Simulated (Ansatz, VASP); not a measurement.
Ru: VASP beside Ansatz

```
CELL_PARAMETERS angstrom
2.70397 0.00000 0.00000
-1.35199 2.34171 0.00000
0.00000 0.00000 4.26234
ATOMIC_POSITIONS crystal
Ru 0.33333 0.66667 0.25000
Ru 0.66667 0.33333 0.75000
```

Alike in both runs: functional r2SCAN; k mesh 21 × 21 × 12; occupations fermi-dirac, width 0.05 eV; no spin polarisation.

Ansatz relaxed the structure, and its values are those at the end. VASP's run is a single point on that final structure, the one shown.

|  | VASP | Ansatz |
| --- | --- | --- |
| version | VASP 6.6.1 | Ansatz 0.2.0 |
| potentials or method | VASP PAW PBE potentials, release 64 (Ru_pv) | PAW with Ansatz's default frozen-core files, scalar-relativistic |
| plane-wave cutoff (eV) | 520 | 500 |
| valence electrons in the cell | 28 | 32 |

|  | VASP | Ansatz | Ansatz less VASP |
| --- | --- | --- | --- |
| pressure (GPa) | 1.5 | 0.0 | -1.54 |

VASP's potentials were made for PBE, not for r2SCAN. VASP's potentials hold 28 valence electrons a cell and Ansatz's 32, so a difference there can come from the potentials and not from the codes.
